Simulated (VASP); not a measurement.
Y5F, 6 atoms in the cell. The structure is tetragonal, space group I4/m (No. 87). Conventional cell: a = 8.315 Å, b = 8.315 Å, c = 5.226 Å, α = 90.00°, β = 90.00°, γ = 90.00°. Within 3.5 Å of Y (site symmetry m) lie 1 F at 2.63 Å. Within 3.4 Å of Y (site symmetry 4/m) lie 2 F at 2.61 Å. F (site symmetry 4/m) has 6 Y at 2.61 to 2.63 Å within 3.4 Å. 

- Program: VASP 6.6.1
- Task: single point
- Functional: PBE
- Potentials or basis: VASP PAW PBE potentials, release 64 (Y_sv, F)
- Cutoff: 520 eV
- k mesh: 8 × 8 × 8
- Occupations: gaussian, width 0.1 eV
- Spin: no spin polarisation
- Dipole correction: no
- Further INCAR settings: ALGO = Normal; EDIFF = 1e-06; NBANDS = 40

Potentials or basis: VASP PAW PBE potentials, release 64 (Y_sv, F).

Run with:

```bash
$ cat potpaw_PBE.64/Y_sv/POTCAR potpaw_PBE.64/F/POTCAR > POTCAR
$ mpirun -np 1 vasp_std > vasp.out
```

Hardware: 1 thread of Intel(R) Xeon(R) Platinum 8259CL CPU @ 2.50GHz (Skylake/Cascade Lake) (shared host).

Question: Estimate the wall time of this run.

Answer: Run time: 9.1 min on 1 thread of Intel(R) Xeon(R) Platinum 8259CL CPU @ 2.50GHz (Skylake/Cascade Lake), with other jobs on the host, peak memory 0.64 GiB. Counts: scf iterations 14, k points 78.
